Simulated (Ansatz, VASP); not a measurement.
One calculation of Hf3N4, two programs

```
Hf N
1.0
    -3.35050    3.35050    3.35050
     3.35050   -3.35050    3.35050
     3.35050    3.35050   -3.35050
Hf N
6 8
Direct
  0.25000 0.62500 0.37500
  0.37500 0.25000 0.62500
  0.75000 0.87500 0.12500
  0.12500 0.75000 0.87500
  0.62500 0.37500 0.25000
  0.87500 0.12500 0.75000
  0.13556 0.13556 0.13556
  0.86444 0.50000 0.00000
  0.50000 0.00000 0.36444
  0.00000 0.86444 0.50000
  0.36444 0.50000 0.00000
  0.63556 0.63556 0.63556
  0.00000 0.36444 0.50000
  0.50000 0.00000 0.86444
```

Alike in both runs: task electric field gradients; functional PBE; k mesh 6 × 6 × 6; occupations fermi-dirac, width 0.02 eV; non-collinear spin, spin-orbit coupling.

|  | VASP | Ansatz |
| --- | --- | --- |
| version | VASP 6.6.1 | Ansatz 0.2.0 |
| potentials or method | VASP PAW PBE potentials, release 64 (Hf_pv, N) | plane-wave PAW |
| plane-wave cutoff (eV) | 520 | 420 |
| valence electrons in the cell | 100 | 196 |

```csv
,VASP,Ansatz,Ansatz less VASP
pressure (GPa),0.7,3.0,+2.29
rms of the force components (eV/Å),0.016,0.003,-0.0131
size of Vzz on the site where it differs most (V/Å²),220.0,256.7,+36.69
```

Atom by atom the forces differ by 0.013 eV/Å (rms over components). The functional is the same, so the differences come from potentials, cutoffs and numerics. VASP's potentials hold 100 valence electrons a cell and Ansatz's 196, so a difference there can come from the potentials and not from the codes.
